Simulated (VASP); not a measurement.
# Hf2SiN2 (P4/mmm) in VASP: relaxation of cell and atoms with PBE

Aim: the relaxation of cell and atoms of Hf2SiN2 with PBE.

All numbers are computed with VASP 6.6.1; they aren't measurements. Logs are shortened: lines on timing, memory, paths and dates and some standing lists are left out, and cuts for length are marked.

### 1 The cell of the first run

Symmetry: P4/mmm, No. 123, tetragonal system. The conventional cell has a = 5.357 Å, b = 5.357 Å, c = 4.010 Å, α = 90.00°, β = 90.00°, γ = 90.00°. Hf (site symmetry mmm) has 2 N at 2.00 Å and 2 Si at 2.68 Å within 2.7 Å. Si (site symmetry 4/mmm) has 4 Hf at 2.68 Å and 8 N at 3.35 Å within 3.5 Å. Within 2.7 Å of N (site symmetry mmm) lie 2 Hf at 2.00 Å.

### 2 Relaxation of cell and atoms, PBE

File INCAR:

```
SYSTEM = Hf2SiN2
ALGO = Normal ; EDIFF = 1E-7
EDIFFG = -0.01 ; ENCUT = 600
GGA = PE ; IBRION = 2
ISIF = 3 ; ISMEAR = 0
LASPH = .TRUE. ; LCHARG = .FALSE.
LREAL = .FALSE. ; LWAVE = .FALSE.
NELM = 100 ; NSW = 100
PREC = Accurate ; SIGMA = 0.1
```

File KPOINTS:

```
k-points
0
G
  8 8 10
  0 0 0
```

File POSCAR:

```
Hf2SiN2
1.0
    5.3574840572      0.0000000000      0.0000000000
    0.0000000000      5.3574840572      0.0000000000
    0.0000000000      0.0000000000      4.0097088039
Hf Si N
2 1 2
Direct
    0.5000000000      0.0000000000      0.5000000000
    0.0000000000      0.5000000000      0.5000000000
    0.0000000000      0.0000000000      0.5000000000
    0.5000000000      0.0000000000      0.0000000000
    0.0000000000      0.5000000000      0.0000000000
```

Potentials or basis: VASP PAW PBE potentials, release 64 (Hf_pv, Si, N).

Run with:

```
$ cat potpaw_PBE.64/Hf_pv/POTCAR potpaw_PBE.64/Si/POTCAR potpaw_PBE.64/N/POTCAR > POTCAR
$ mpirun -np 1 vasp_std > vasp.out
```

OUTCAR:

```text
SYSTEM = Hf2SiN2
   EDIFF = 1E-7
   EDIFFG = -0.01
   ENCUT = 600
   GGA = PE
   IBRION = 2
   ISIF = 3
   ISMEAR = 0
   LASPH = .TRUE.
   LREAL = .FALSE.
   NELM = 100
   NSW = 100
   PREC = Accurate

 ion  position               nearest neighbor table
   1  0.500  0.000  0.500-   4 2.00   4 2.00   3 2.68   3 2.68   2 3.79   2 3.79   2 3.79   2 3.79

   2  0.000  0.500  0.500-   5 2.00   5 2.00   3 2.68   3 2.68   1 3.79   1 3.79   1 3.79   1 3.79

   3  0.000  0.000  0.500-   1 2.68   2 2.68   2 2.68   1 2.68
   4  0.500  0.000  0.000-   1 2.00   1 2.00
   5  0.000  0.500  0.000-   2 2.00   2 2.00

  LATTYP: Found a simple tetragonal cell.
 ALAT       =     5.3574840572
 C/A-ratio  =     0.7484313086

  Lattice vectors:

 A1 = (   5.3574840572,   0.0000000000,   0.0000000000)
 A2 = (   0.0000000000,   5.3574840572,   0.0000000000)
 A3 = (   0.0000000000,   0.0000000000,   4.0097088039)

Analysis of symmetry for initial positions (statically):
=====================================================================
 Subroutine PRICEL returns:
 Original cell was already a primitive cell.

 Routine SETGRP: Setting up the symmetry group for a
 simple tetragonal supercell.

 Subroutine GETGRP returns: Found 16 space group operations
 (whereof 16 operations were pure point group operations)
 out of a pool of 16 trial point group operations.

The static configuration has the point symmetry D_4h.

Analysis of symmetry for dynamics (positions and initial velocities):
=====================================================================
 Subroutine PRICEL returns:
 Original cell was already a primitive cell.

 Routine SETGRP: Setting up the symmetry group for a
 simple tetragonal supercell.

 Subroutine GETGRP returns: Found 16 space group operations
 (whereof 16 operations were pure point group operations)
 out of a pool of 16 trial point group operations.

The dynamic configuration has the point symmetry D_4h.

 Subroutine INISYM returns: Found 16 space group operations
 (whereof 16 operations are pure point group operations),
 and found     1 'primitive' translations

----------------------------------------------------------------------------------------

                                     Primitive cell

  volume of cell :     115.0892

  direct lattice vectors                    reciprocal lattice vectors
     5.357484057  0.000000000  0.000000000     0.186654778  0.000000000  0.000000000
[... 97 lines left out ...]
   NFREE  =      1    steps in history (QN), initial steepest desc. (CG)
   ISIF   =      3    stress and relaxation
   ISYM   =      2    0-nonsym 1-usesym 2-fastsym
   POTIM  = 0.5000    time-step for ionic-motion
   TEBEG  =    0.0;   TEEND  =   0.0 temperature during run
   PSTRESS=    0.0 pullay stress
   NELECT =      34.0000    total number of electrons
   NUPDOWN=      -1.0000    fix difference up-down
   EMIN   =  10.00;   EMAX   =-10.00  energy-range for DOS
   EFERMI =   0.00;   METHOD = LEGACY
   ISMEAR =     0;   SIGMA  =   0.10  broadening in eV -4-tet -1-fermi 0-gaus
   EFERMI_NEDOS =   21; number of points for ismear=-14 and -15
   IALGO  =     38    algorithm
   IMIX   =      4    mixing-type and parameters
     AMIX     =   0.40;   BMIX     =  1.00
     AMIX_MAG =   1.60;   BMIX_MAG =  1.00
  volume/ion in A,a.u.               =      23.02       155.33
  Fermi-wavevector in a.u.,A,eV,Ry     =   1.090326  2.060417 16.174745  1.188810
  Thomas-Fermi vector in A             =   2.226548
   LORBIT       =      0    0 simple, 1 ext, 2 COOP (PROOUT), +10 PAW based schemes
   GGA     = PE    functional components
   LHFCALC =     F    Hartree Fock is set to
   AEXX    =    0.0000 exact exchange contribution
   IVDW    =     0    specifies the selected vdW correction
   LEPSILON=     F    determine dielectric tensor
   LRPA    =     F    only Hartree local field effects (RPA)
 conjugate gradient relaxation of ions
 non-spin polarized calculation
 Gauss-broadening in eV      SIGMA  =   0.10
  energy-cutoff  :      600.00
  volume of cell :      115.09
 maximum number of plane-waves:      3860
 NGX is ok and might be reduce to    48
   NGX = 21   NGY = 21   NGZ = 17

--------------------------------------- Ionic step        1  -------------------------------------------

 number of electron      34.0000000 magnetization

 Free energy of the ion-electron system (eV)
  ---------------------------------------------------
  ext. energy  EPLUGINS =         0.00000000
  ---------------------------------------------------
  free energy    TOTEN  =       -39.32853213 eV

  energy without entropy =      -39.31429066  energy(sigma->0) =      -39.32141140

------------------------ aborting loop because EDIFF is reached ----------------------------------------

  FORCE on cell =-STRESS in cart. coord.  units (eV):
  Direction    XX          YY          ZZ          XY          YZ          ZX
  --------------------------------------------------------------------------------------
  -------------------------------------------------------------------------------------
  Total        0.5486162      0.5486162      1.8485818      0.0000000      0.0000000      0.0000000
  in kB        7.6373834      7.6373834     25.7344360      0.0000000      0.0000000      0.0000000
  external PRESSURE =      13.6697343 kB  Pullay stress =       0.0000000 kB
[... 143 lines left out ...]
--------------------------------------- Ionic step        5  -------------------------------------------

 number of electron      33.9999998 magnetization

 Free energy of the ion-electron system (eV)
  ---------------------------------------------------
  ext. energy  EPLUGINS =         0.00000000
  ---------------------------------------------------
  free energy    TOTEN  =       -39.33582920 eV

  energy without entropy =      -39.32256524  energy(sigma->0) =      -39.32919722

 E-fermi :   1.6647     XC(G=0):  -8.8665

 val. band max:        1.6553524643   @ k =   0.0000   0.0000   0.4000
 cond. band min:       1.6669918967   @ k =   0.5000   0.5000   0.0000
 fundamental gap:      0.0116394324
 Fermi energy:         1.6647091034

 k-point     1 :       0.0000    0.0000    0.0000
  band No.  band energies     occupation
      1     -29.0822      2.00000
      2     -29.0822      2.00000
      3     -28.8297      2.00000
      4     -28.8297      2.00000
      5     -28.4974      2.00000
      6     -28.4871      2.00000
[... 565 lines left out ...]
     20       2.9528      0.00000
     21       3.3439      0.00000

 [... further k-points ...]
[... 5 lines left out ...]
  --------------------------------------------------------------------------------------
  -------------------------------------------------------------------------------------
  Total       -0.0018333     -0.0018333      0.0038140      0.0000000      0.0000000      0.0000000
  in kB       -0.0251141     -0.0251141      0.0522460      0.0000000      0.0000000      0.0000000
  external PRESSURE =       0.0006726 kB  Pullay stress =       0.0000000 kB
[... 20 lines left out ...]
  FREE ENERGIE OF THE ION-ELECTRON SYSTEM (eV)
  ---------------------------------------------------
  free  energy   TOTEN  =       -39.3358291989 eV

  energy  without entropy=      -39.3225652369  energy(sigma->0) =      -39.32919722

 reached required accuracy - stopping structural energy minimisation
```

OSZICAR:

```text
N       E                     dE             d eps       ncg     rms          rms(c)
DAV:   1     0.174393441508E+03    0.17439E+03   -0.18801E+04  3820   0.161E+03
DAV:   2    -0.309921027005E+02   -0.20539E+03   -0.19715E+03  4985   0.343E+02
DAV:   3    -0.500686962423E+02   -0.19077E+02   -0.18582E+02  5035   0.794E+01
DAV:   4    -0.505844675905E+02   -0.51577E+00   -0.50888E+00  4733   0.137E+01
[... 57 lines left out ...]
DAV:   5    -0.393358354463E+02   -0.77458E-06   -0.18606E-05  4800   0.263E-02    0.644E-02
DAV:   6    -0.393358305722E+02    0.48742E-05   -0.11936E-05  4344   0.186E-02    0.876E-03
DAV:   7    -0.393358293456E+02    0.12265E-05   -0.19471E-06  4474   0.837E-03    0.556E-03
DAV:   8    -0.393358292072E+02    0.13845E-06   -0.31127E-07  3274   0.308E-03    0.424E-03
DAV:   9    -0.393358291989E+02    0.82605E-08   -0.51529E-08  1980   0.162E-03
   5 F= -.39335829E+02 E0= -.39329197E+02  d E =-.151432E-02
```

Run time: 16 min. Hardware: 1 thread of AMD EPYC 7R43 (Zen 3), shared host; peak memory 0.42 GiB.

Results:

```
Free energy                            : -39.3358 eV
Relaxed volume                         : 23.39 Å³/atom
Relaxed cell                           : a = 5.389 Å, b = 5.389 Å, c = 4.028 Å, α = 90.00°, β = 90.00°, γ = 90.00°
Space group after relaxing (to 0.05 Å) : P4/mmm (No. 123)
Energy gained by relaxing              : 1.5 meV/atom
Ionic steps                            : 5
Pressure after relaxing                : 0.0 GPa
Band gap on the k mesh                 : zero (band 17 reaches 2.29 eV, above the bottom of band 18 at 1.30 eV)
```

The path:
```tsv
step	energy change (eV)	largest force (eV/Å)	pressure (GPa)	volume (Å³)
1	0.0000	0.0000	1.37	115.09
2	0.0251	0.0000	-2.28	118.39
3	-0.0058	0.0000	0.22	116.07
4	-0.0072	0.0000	0.05	116.74
5	-0.0073	0.0000	0.00	116.96
```

Final structure:
```xyz
5
Lattice="5.3887 0.0000 0.0000 0.0000 5.3887 0.0000 0.0000 0.0000 4.0278" Properties=species:S:1:pos:R:3 pbc="T T T"
Hf    2.6944    0.0000    2.0139
Hf    0.0000    2.6944    2.0139
Si    0.0000    0.0000    2.0139
N     2.6944    0.0000    0.0000
N     0.0000    2.6944    0.0000
```

Levels at points of the mesh, in eV from the Fermi level:
| k point | band 13 | band 14 | band 15 | band 16 | band 17 | band 18 | band 19 | band 20 | band 21 |
| --- | --- | --- | --- | --- | --- | --- | --- | --- | --- |
| (0.00, 0.00, 0.00) | -0.31 | -0.31 | -0.22 | -0.18 | 0.36 | 1.32 | 1.32 | 1.95 | 1.99 |
| (0.50, 0.00, 0.00) | -0.89 | -0.52 | -0.11 | 0.20 | 0.63 | 0.87 | 1.06 | 1.28 | 1.47 |
| (0.50, 0.50, 0.00) | -0.54 | -0.20 | -0.02 | 0.00 | 0.23 | 0.23 | 1.17 | 1.17 | 2.11 |
| (0.00, 0.00, 0.50) | -2.70 | -1.68 | -1.68 | -0.64 | -0.36 | -0.20 | -0.20 | 0.01 | 2.04 |
| (0.50, 0.00, 0.50) | -2.61 | -2.38 | -2.20 | -2.07 | -0.92 | 0.58 | 0.96 | 1.21 | 1.68 |
| (0.50, 0.50, 0.50) | -2.82 | -2.82 | -2.76 | -1.62 | -1.47 | 1.38 | 1.38 | 1.72 | 2.08 |

Caveat: spin-orbit coupling is left out, which moves the levels of the heavy elements.
